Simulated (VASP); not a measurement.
# C21O in VASP: further runs, part 2 of 2

VASP 6.6.1.

### 3 Single point, PBE+D3(BJ)

The input, INCAR:

```
SYSTEM = C21O
PREC = Accurate
ENCUT = 520
EDIFF = 1E-6
ISMEAR = 0
SIGMA = 0.05
LREAL = Auto
LASPH = .TRUE.
NELM = 80
ALGO = Normal
ISIF = 2
LWAVE = .FALSE.
LCHARG = .FALSE.
LDIPOL = .TRUE.
IDIPOL = 3
DIPOL = 0.5 0.5 0.295
GGA = PE
IVDW = 12
NBANDS = 62
```

The input, KPOINTS:

```
Automatic mesh
0
G
  5 8 1
  0 0 0
```

The input, POSCAR:

```
C21O
1.0
    5.0304222913      0.0000000000      0.0000000000
    0.0000000000      3.5570457144      0.0000000000
    0.0000000000      0.0000000000     23.8251416051
C O
21 1
Direct
    0.2500000000      0.0000000000      0.1678898731
    0.7500000000      0.0000000000      0.1678898731
    0.0000000000      0.2500000000      0.1678898731
    0.5000000000      0.2500000000      0.1678898731
    0.0000000000      0.5000000000      0.2206746831
    0.5000000000      0.5000000000      0.2206746831
    0.2500000000      0.7500000000      0.2206746831
    0.7500000000      0.7500000000      0.2206746831
    0.2500000000      0.0023818432      0.2733210081
    0.7500000000      0.0023818432      0.2733210081
    0.0000000000      0.2476181568      0.2733210081
    0.5000000000      0.2476181568      0.2733210081
    0.0000000000      0.5094747646      0.3275705903
    0.5000000000      0.5094747646      0.3275705903
    0.2500000000      0.7405252354      0.3275705903
    0.7500000000      0.7405252354      0.3275705903
    0.2500000000      0.0286707501      0.3725115994
    0.7500000000      0.0286707501      0.3725115994
    0.0000000000      0.2213292499      0.3725115994
    0.5000000000      0.2213292499      0.3725115994
    0.2500000000      0.7786707501      0.5425000959
    0.2500000000      0.7786707501      0.4942317574
```

Potentials or basis: VASP PAW PBE potentials, release 64 (C, O).

The run is started by

```bash
$ cat potpaw_PBE.64/C/POTCAR potpaw_PBE.64/O/POTCAR > POTCAR
$ mpirun -np 1 vasp_std > vasp.out
```

OUTCAR:

```text
SYSTEM = C21O
   PREC = Accurate
   ENCUT = 520
   EDIFF = 1E-6
   ISMEAR = 0
   LREAL = Auto
   LASPH = .TRUE.
   NELM = 80
   ISIF = 2
   GGA = PE
   IVDW = 12
 IVDW          = 12

 ion  position               nearest neighbor table
   1  0.250  0.000  0.168-   3 1.54   4 1.54   7 1.54
   2  0.750  0.000  0.168-   3 1.54   4 1.54   8 1.54
   3  0.000  0.250  0.168-   1 1.54   2 1.54   5 1.54
   4  0.500  0.250  0.168-   1 1.54   2 1.54   6 1.54
   5  0.000  0.500  0.221-   7 1.54   8 1.54   3 1.54  11 1.54
   6  0.500  0.500  0.221-   7 1.54   8 1.54   4 1.54  12 1.54
   7  0.250  0.750  0.221-   5 1.54   6 1.54   1 1.54   9 1.54
   8  0.750  0.750  0.221-   5 1.54   6 1.54   2 1.54  10 1.54
   9  0.250  0.002  0.273-  11 1.53  12 1.53   7 1.54  15 1.59
  10  0.750  0.002  0.273-  11 1.53  12 1.53   8 1.54  16 1.59
  11  0.000  0.248  0.273-   9 1.53  10 1.53   5 1.54  13 1.59
  12  0.500  0.248  0.273-   9 1.53  10 1.53   6 1.54  14 1.59
  13  0.000  0.509  0.328-  19 1.48  16 1.50  15 1.50  11 1.59
  14  0.500  0.509  0.328-  20 1.48  16 1.50  15 1.50  12 1.59
  15  0.250  0.741  0.328-  17 1.48  14 1.50  13 1.50   9 1.59
  16  0.750  0.741  0.328-  18 1.48  14 1.50  13 1.50  10 1.59
  17  0.250  0.029  0.373-  19 1.43  20 1.43  15 1.48
  18  0.750  0.029  0.373-  19 1.43  20 1.43  16 1.48
  19  0.000  0.221  0.373-  17 1.43  18 1.43  13 1.48
  20  0.500  0.221  0.373-  17 1.43  18 1.43  14 1.48
  21  0.250  0.779  0.543-  22 1.15
  22  0.250  0.779  0.494-  21 1.15

  LATTYP: Found a simple orthorhombic cell.
 ALAT       =     3.5570457144
 B/A-ratio  =     1.4142135624
 C/A-ratio  =     6.6980138908

  Lattice vectors:

 A1 = (   0.0000000000,  -3.5570457144,   0.0000000000)
 A2 = (   5.0304222913,   0.0000000000,   0.0000000000)
 A3 = (   0.0000000000,   0.0000000000,  23.8251416051)

Analysis of symmetry for initial positions (statically):
=====================================================================
 Subroutine PRICEL returns:
 Original cell was already a primitive cell.

 Routine SETGRP: Setting up the symmetry group for a
 simple orthorhombic supercell.

 Subroutine GETGRP returns: Found  2 space group operations
 (whereof  1 operations were pure point group operations)
 out of a pool of  8 trial point group operations.

The static configuration has the point symmetry C_1 .
 The point group associated with its full space group is C_1h.

Analysis of symmetry for dynamics (positions and initial velocities):
=====================================================================
 Subroutine PRICEL returns:
 Original cell was already a primitive cell.

 Routine SETGRP: Setting up the symmetry group for a
 simple orthorhombic supercell.

 Subroutine GETGRP returns: Found  2 space group operations
 (whereof  1 operations were pure point group operations)
 out of a pool of  8 trial point group operations.

The dynamic configuration has the point symmetry C_1 .
 The point group associated with its full space group is C_1h.

 Subroutine INISYM returns: Found  2 space group operations
 (whereof  1 operations are pure point group operations),
 and found     1 'primitive' translations

----------------------------------------------------------------------------------------

                                     Primitive cell

[... 106 lines left out ...]
   dimension x,y,z NGXF=    80 NGYF=   56 NGZF=  360
   ions per type =              21   1
   NGX,Y,Z   is equivalent  to a cutoff of  13.22, 13.09, 12.56 a.u.
   NGXF,Y,Z  is equivalent  to a cutoff of  26.44, 26.17, 25.12 a.u.
 SYSTEM =  C21O
   PREC   = accura    normal or accurate (medium, high low for compatibility)
   ISTART =      0    job   : 0-new  1-cont  2-samecut
   ICHARG =      2    charge: 1-file 2-atom 10-const
   ISPIN  =      1    spin polarized calculation?
   LNONCOLLINEAR =      F non collinear calculations
   LSORBIT =      F    spin-orbit coupling
   LASPH  =      T    aspherical Exc in radial PAW
   ENCUT  =  520.0 eV  38.22 Ry    6.18 a.u.   9.35  6.61 44.30*2*pi/ulx,y,z
   NELM   =     80;   NELMIN=  2; NELMDL= -5     # of ELM steps
   EDIFF  = 0.1E-05   stopping-criterion for ELM
   LREAL  =      T    real-space projection
   EDIFFG = 0.1E-04   stopping-criterion for IOM
   NSW    =      0    number of steps for IOM
   IBRION =     -1    ionic relax: 0-MD 1-quasi-New 2-CG
   NFREE  =      0    steps in history (QN), initial steepest desc. (CG)
   ISIF   =      2    stress and relaxation
   ISYM   =      2    0-nonsym 1-usesym 2-fastsym
   POTIM  = 0.5000    time-step for ionic-motion
   TEBEG  =    0.0;   TEEND  =   0.0 temperature during run
   PSTRESS=    0.0 pullay stress
   NELECT =      90.0000    total number of electrons
   NUPDOWN=      -1.0000    fix difference up-down
   EMIN   =  10.00;   EMAX   =-10.00  energy-range for DOS
   EFERMI =   0.00;   METHOD = LEGACY
   ISMEAR =     0;   SIGMA  =   0.05  broadening in eV -4-tet -1-fermi 0-gaus
   EFERMI_NEDOS =   21; number of points for ismear=-14 and -15
   IALGO  =     38    algorithm
   IMIX   =      4    mixing-type and parameters
     AMIX     =   0.40;   BMIX     =  1.00
     AMIX_MAG =   1.60;   BMIX_MAG =  1.00
  volume/ion in A,a.u.               =      19.38       130.77
  Fermi-wavevector in a.u.,A,eV,Ry     =   0.974793  1.842092 12.928555  0.950222
  Thomas-Fermi vector in A             =   2.105281
   LORBIT       =      0    0 simple, 1 ext, 2 COOP (PROOUT), +10 PAW based schemes
   GGA     = PE    functional components
   LHFCALC =     F    Hartree Fock is set to
   AEXX    =    0.0000 exact exchange contribution
   IVDW    =    12    specifies the selected vdW correction
   LEPSILON=     F    determine dielectric tensor
   LRPA    =     F    only Hartree local field effects (RPA)
 non-spin polarized calculation
 Gauss-broadening in eV      SIGMA  =   0.05
  energy-cutoff  :      520.00
  volume of cell :      426.31
 maximum number of plane-waves:     11543
 NGX is ok and might be reduce to    40
   NGX = 19   NGY = 13   NGZ = 89

 dipolmoment           0.000000      0.000000      0.113350 electrons x Angstroem

 number of electron      90.0000002 magnetization

 dipolmoment           0.000000      0.000000     -0.042598 electrons x Angstroem

 Free energy of the ion-electron system (eV)
  ---------------------------------------------------
  ext. energy  EPLUGINS =         0.00000000
  ---------------------------------------------------
  free energy    TOTEN  =      -183.30075470 eV

  energy without entropy =     -183.29562322  energy(sigma->0) =     -183.29818896

 E-fermi :  -1.1673     XC(G=0):  -5.0678

 val. band max:       -1.1799049953   @ k =   0.4000   0.5000   0.0000
 cond. band min:      -1.1257959921   @ k =   0.2000   0.5000   0.0000
 fundamental gap:      0.0541090031
 Fermi energy:        -1.1672841569

 k-point     1 :       0.0000    0.0000    0.0000
  band No.  band energies     occupation
      1     -25.2087      2.00000
      2     -22.6853      2.00000
      3     -20.8122      2.00000
      4     -18.2393      2.00000
      5     -18.2380      2.00000
      6     -17.7749      2.00000
[... 889 lines left out ...]
     56       6.7685      0.00000
     57       6.9674      0.00000
 [bands above 57 left out]

------------------------ aborting loop because EDIFF is reached ----------------------------------------

 vacuum level on the upper side and lower side of the slab       (xc-potential included)        -0.217         0.202

 Edisp (eV)   -3.12938

 E8    (eV) :    -0.9364

  FORCE on cell =-STRESS in cart. coord.  units (eV):
  Direction    XX          YY          ZZ          XY          YZ          ZX
  --------------------------------------------------------------------------------------
  -------------------------------------------------------------------------------------
  Total      -8.26175    11.34730    -5.18658     0.00000    -0.11803     0.00000
  in kB     -31.04942    42.64556   -19.49227     0.00000    -0.44359     0.00000
  external pressure =       -2.63 kB  Pullay stress =        0.00 kB

 VOLUME and BASIS-vectors are now :
 -----------------------------------------------------------------------------
  energy-cutoff  :      520.00
  volume of cell :      426.31
      direct lattice vectors                 reciprocal lattice vectors
     5.030422291  0.000000000  0.000000000     0.198790468  0.000000000  0.000000000
     0.000000000  3.557045714  0.000000000     0.000000000  0.281132175  0.000000000
     0.000000000  0.000000000 23.825141605     0.000000000  0.000000000  0.041972468

 POSITION                                       TOTAL-FORCE (eV/Angst)
 -----------------------------------------------------------------------------------
      1.25761      0.00000      4.00000         0.000000      4.258584      0.932171
      3.77282      0.00000      4.00000         0.000000      4.260854      0.944735
      0.00000      0.88926      4.00000        -0.001885     -4.260609      0.938994
      2.51521      0.88926      4.00000         0.001885     -4.260609      0.938994
      0.00000      1.77852      5.25761        -0.001623      1.061791     -0.968651
      2.51521      1.77852      5.25761         0.001623      1.061791     -0.968651
[... 14 lines left out ...]
      1.25761      2.76977     12.92514         0.000000      0.008223     -0.707516
      1.25761      2.76977     11.77514         0.000000     -0.059923      0.784636
 -----------------------------------------------------------------------------------
    total drift:                                0.000000     -0.001568      0.035514

  FREE ENERGIE OF THE ION-ELECTRON SYSTEM (eV)
  ---------------------------------------------------
  free  energy   TOTEN  =      -186.4301351616 eV

  energy  without entropy=     -186.4250036840  energy(sigma->0) =     -186.42756942

 vacuum level on the upper side and lower side of the slab         4.362         4.758
```

Wall time 16 min (1 thread of Intel Xeon Platinum 8375C at 2.90GHz (Ice Lake), shared host); peak memory 0.6 GiB.

Results:

- Free energy: -186.4301 eV
- Largest force: 4.364 eV/Å
- Band gap on the k mesh: zero (bands 45 and 46 overlap by 0.03 eV)
- Dispersion energy per atom: -0.142 eV

Forces on the atoms (eV/Å):
```
C    0.000  4.259  0.932
C    0.000  4.261  0.945
C   -0.002 -4.261  0.939
C    0.002 -4.261  0.939
C   -0.002  1.062 -0.969
C    0.002  1.062 -0.969
C    0.000 -1.067 -0.960
C    0.000 -1.060 -0.977
C    0.000  0.002  0.000
C    0.000 -0.010  0.024
C    0.000  0.013  0.007
C    0.000  0.013  0.007
C    0.013 -0.005 -0.023
C   -0.013 -0.005 -0.023
C    0.000 -0.008  0.020
C    0.000 -0.012 -0.026
C    0.000  0.060 -0.136
C    0.000 -0.011  0.066
C    0.002  0.010  0.063
C   -0.002  0.010  0.063
C    0.000  0.008 -0.708
O    0.000 -0.060  0.785
```

### 4 Single point, PBE+D3(BJ)

The input, INCAR:

```
PREC = Accurate
ENCUT = 520
EDIFF = 1E-7
ISMEAR = 0
SIGMA = 0.05
LREAL = Auto
LASPH = T
NELM = 100
ALGO = Normal
ISIF = 2
LWAVE = F
LCHARG = F
LDIPOL = T
IDIPOL = 3
DIPOL = 0.5 0.5 0.295
GGA = PE
IVDW = 12
NBANDS = 62
```

The input, KPOINTS:

```
regular mesh
0
Gamma
  5 8 1
```

POSCAR: that of step 3 with these lines changed.

```diff
@@ -28,3 +28,3 @@
     0.5000000000      0.2213292499      0.3725115994
-    0.2500000000      0.7786707501      0.5425000959
-    0.2500000000      0.7786707501      0.4942317574
+    0.5000000000      0.2786707501      0.5425000959
+    0.5000000000      0.2786707501      0.4942317574
```

Potentials or basis: VASP PAW PBE potentials, release 64 (C, O).

The run is started by

```bash
$ cat potpaw_PBE.64/C/POTCAR potpaw_PBE.64/O/POTCAR > POTCAR
$ mpirun -np 1 vasp_std > vasp.out
```

OUTCAR:

```text
PREC = Accurate
   ENCUT = 520
   EDIFF = 1E-7
   ISMEAR = 0
   LREAL = Auto
   LASPH = T
   NELM = 100
   ISIF = 2
   GGA = PE
   IVDW = 12
 IVDW          = 12

 ion  position               nearest neighbor table
   1  0.250  0.000  0.168-   3 1.54   4 1.54   7 1.54
   2  0.750  0.000  0.168-   3 1.54   4 1.54   8 1.54
   3  0.000  0.250  0.168-   1 1.54   2 1.54   5 1.54
   4  0.500  0.250  0.168-   1 1.54   2 1.54   6 1.54
   5  0.000  0.500  0.221-   7 1.54   8 1.54   3 1.54  11 1.54
   6  0.500  0.500  0.221-   7 1.54   8 1.54   4 1.54  12 1.54
   7  0.250  0.750  0.221-   5 1.54   6 1.54   1 1.54   9 1.54
[... 1156 lines left out ...]
  Total      -8.24322    11.24265    -4.74736     0.00000     0.11182     0.00000
  in kB     -30.97975    42.25226   -17.84158     0.00000     0.42026     0.00000
  external pressure =       -2.19 kB  Pullay stress =        0.00 kB

 VOLUME and BASIS-vectors are now :
 -----------------------------------------------------------------------------
  energy-cutoff  :      520.00
  volume of cell :      426.31
      direct lattice vectors                 reciprocal lattice vectors
     5.030422291  0.000000000  0.000000000     0.198790468  0.000000000  0.000000000
     0.000000000  3.557045714  0.000000000     0.000000000  0.281132175  0.000000000
     0.000000000  0.000000000 23.825141605     0.000000000  0.000000000  0.041972468

 POSITION                                       TOTAL-FORCE (eV/Angst)
 -----------------------------------------------------------------------------------
      1.25761      0.00000      4.00000        -0.003400      4.260270      0.938962
      3.77282      0.00000      4.00000         0.003400      4.260270      0.938962
      0.00000      0.88926      4.00000         0.000000     -4.263217      0.943449
      2.51521      0.88926      4.00000         0.000000     -4.253715      0.932814
      0.00000      1.77852      5.25761         0.000000      1.059134     -0.978343
      2.51521      1.77852      5.25761         0.000000      1.065338     -0.958049
[... 14 lines left out ...]
      2.51521      0.99124     12.92514         0.000000     -0.005712     -0.696751
      2.51521      0.99124     11.77514         0.000000      0.050479      0.905201
 -----------------------------------------------------------------------------------
    total drift:                                0.000000     -0.001547      0.035648

  FREE ENERGIE OF THE ION-ELECTRON SYSTEM (eV)
  ---------------------------------------------------
  free  energy   TOTEN  =      -186.3921010550 eV

  energy  without entropy=     -186.3870916159  energy(sigma->0) =     -186.38959634

 vacuum level on the upper side and lower side of the slab         4.397         4.863
```

It took 20 min on 1 thread of Intel Xeon Platinum 8375C at 2.90GHz (Ice Lake), shared host; peak memory 0.59 GiB.

Results:

```
Free energy                : -186.3921 eV
Largest force              : 4.366 eV/Å
Band gap on the k mesh     : zero (bands 45 and 46 overlap by 0.03 eV)
Dispersion energy per atom : -0.142 eV
```

Forces in eV/Å, atoms in the order of the input:
```
C   -0.003  4.260  0.939
C    0.003  4.260  0.939
C    0.000 -4.263  0.943
C    0.000 -4.254  0.933
C    0.000  1.059 -0.978
C    0.000  1.065 -0.958
C   -0.001 -1.060 -0.969
C    0.001 -1.060 -0.969
C    0.000 -0.016  0.003
C    0.000 -0.016  0.003
C    0.000  0.010  0.026
C    0.000 -0.002 -0.006
C    0.000  0.018 -0.024
C    0.000 -0.003  0.013
C    0.016  0.012 -0.027
C   -0.016  0.012 -0.027
C   -0.008 -0.019  0.046
C    0.008 -0.019  0.046
C    0.000  0.006  0.071
C    0.000 -0.037 -0.212
C    0.000 -0.006 -0.697
O    0.000  0.050  0.905
```

### 5 Single point, PBE+D3(BJ)

The input, INCAR:

```
SYSTEM = C21O
ALGO = Normal ; DIPOL = 0.5 0.5 0.295
EDIFF = 1E-6 ; ENCUT = 520
GGA = PE ; IDIPOL = 3
ISIF = 2 ; ISMEAR = 0
IVDW = 12 ; LASPH = .True.
LCHARG = .True. ; LDIPOL = .True.
LELF = .True. ; LREAL = Auto
LVACPOTAV = .True. ; LVHAR = .True.
LWAVE = .False. ; NBANDS = 62
NELM = 60 ; PREC = Accurate
SIGMA = 0.05
```

The input, KPOINTS:

```
k-points
0
Gamma
  5 8 1
  0 0 0
```

POSCAR: that of step 4 with these lines changed.

```diff
@@ -28,3 +28,3 @@
     0.5000000000      0.2213292499      0.3725115994
-    0.5000000000      0.2786707501      0.5425000959
-    0.5000000000      0.2786707501      0.4942317574
+    0.5000000000      0.7786707501      0.5425000959
+    0.5000000000      0.7786707501      0.4942317574
```

The run is started by

```bash
$ cat potpaw_PBE.64/C/POTCAR potpaw_PBE.64/O/POTCAR > POTCAR
$ mpirun -np 1 vasp_std > vasp.out
```

Wall time 16 min (1 thread of Intel Xeon Platinum 8375C at 2.90GHz (Ice Lake), shared host); peak memory 0.6 GiB.

Results (log left out):

* Free energy: -186.4374 eV
* Largest force: 4.364 eV/Å
* Band gap on the k mesh: zero (bands 45 and 46 overlap by 0.03 eV)
* Dispersion energy per atom: -0.142 eV

Forces on the atoms (eV/Å):
```
C   -0.001  4.260  0.938
C    0.001  4.260  0.938
C    0.000 -4.258  0.942
C    0.000 -4.262  0.937
C    0.000  1.060 -0.975
C    0.000  1.065 -0.961
C   -0.001 -1.064 -0.969
C    0.001 -1.064 -0.969
C    0.000 -0.007  0.009
C    0.000 -0.007  0.009
C    0.000  0.009  0.021
C    0.000  0.010 -0.005
C    0.000  0.011 -0.032
C    0.000 -0.013 -0.001
C    0.005 -0.007 -0.008
C   -0.005 -0.007 -0.008
C   -0.006  0.020  0.000
C    0.006  0.020  0.000
C    0.000  0.007  0.073
C    0.000  0.010  0.008
C    0.000  0.004 -0.706
O    0.000 -0.045  0.759
```

Levels at points of the mesh, in eV from the Fermi level:
```csv
k point,band 41,band 42,band 43,band 44,band 45,band 46,band 47,band 48,band 49,band 50
"(0.00, 0.00, 0.00)",-1.34,-0.80,-0.71,-0.71,-0.04,-0.04,0.14,1.51,3.00,3.35
"(0.00, 0.50, 0.00)",-2.57,-0.55,-0.36,-0.16,-0.16,0.14,0.64,0.64,1.04,2.39
```

### 6 Summary

```csv
cell,gap on the mesh (eV),largest force (eV/Å)
"as given, atomic positions A",none,4.36
"as given, atomic positions B",none,4.36
"as given, atomic positions C",none,4.37
"as given, atomic positions D",none,4.36
```

Alike in all rows: task single point; level PBE+D3(BJ); potentials or basis VASP PAW PBE potentials, release 64 (C, O); no spin polarisation; k mesh 5 × 8 × 1; cutoff (eV) 520; smearing gaussian 0.05 eV.

Total energies depend on the potentials used, so only differences within one code and one set of settings carry meaning.

The gap in the log of VASP goes by the Fermi energy; the results here count the filled bands.